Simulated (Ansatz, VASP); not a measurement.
**SiO2: VASP beside Ansatz**

```
CELL_PARAMETERS angstrom
4.74600 0.00000 0.00000
0.00000 4.74600 0.00000
0.00000 0.00000 6.44500
ATOMIC_POSITIONS crystal
Si 0.32809 0.32809 0.00000
Si 0.17191 0.82809 0.25000
Si 0.67191 0.67191 0.50000
Si 0.82809 0.17191 0.75000
O 0.22659 0.16041 0.20691
O 0.33959 0.72659 0.45691
O 0.77341 0.83959 0.70691
O 0.66041 0.27341 0.95691
O 0.72659 0.33959 0.54309
O 0.83959 0.77341 0.29309
O 0.27341 0.66041 0.04309
O 0.16041 0.22659 0.79309
```

Alike in both runs: functional PBE; k mesh 5 × 5 × 3; occupations fermi-dirac, width 0.02 eV; no spin polarisation.

Ansatz relaxed the structure, and its values are those at the end. VASP's run is a single point on that final structure, the one shown.

|  | VASP | Ansatz |
| --- | --- | --- |
| version | VASP 6.6.1 | Ansatz 0.2.0 |
| potentials or method | VASP PAW PBE potentials, release 64 (Si, O) | plane-wave PAW, scalar-relativistic |
| plane-wave cutoff (eV) | 520 | 420 |
| valence electrons in the cell | 64 | 64 |

```csv
,VASP,Ansatz,Ansatz less VASP
gap on the k mesh at the Fermi level (eV),5.83,5.83,-0.001
pressure (GPa),6.0,5.8,-0.25
rms of the force components (eV/Å),0.011,0.002,-0.0087
```

Ansatz's warnings: stress scf threshold loose.
